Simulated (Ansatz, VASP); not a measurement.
**Sb3C: VASP beside Ansatz**

```xyz
4
Lattice="4.8653 0.0000 0.0000 0.0000 4.8653 0.0000 0.0000 0.0000 4.8653" Properties=species:S:1:pos:R:3 pbc="T T T"
Sb    2.4326    0.0000    0.0000
Sb    0.0000    2.4326    0.0000
Sb    0.0000    0.0000    2.4326
C     0.0000    0.0000    0.0000
```

Alike in both runs: task single point; functional PBE; k mesh 4 × 4 × 4; occupations gaussian, width 0.1 eV; no spin polarisation.

|  | VASP | Ansatz |
| --- | --- | --- |
| version | VASP 6.6.1 | Ansatz 0.2.0 |
| potentials or method | VASP PAW PBE potentials, release 64 (Sb, C), cutoff 600 eV | scalar-relativistic, plane waves, PAW |
| valence electrons in the cell | 19 | 49 |

Ansatz gave:

- gap on the k mesh at the Fermi level (eV): none
- pressure (GPa): -2.3

Problem. Which values does VASP return?

Solution. gap on the k mesh at the Fermi level (eV): none; pressure (GPa): -2.4.

A gap of «none» marks a metal or a gap that the smearing closes. VASP's potentials hold 19 valence electrons a cell and Ansatz's 49, so a difference there can come from the potentials and not from the codes.

Neither program's run includes spin-orbit coupling.
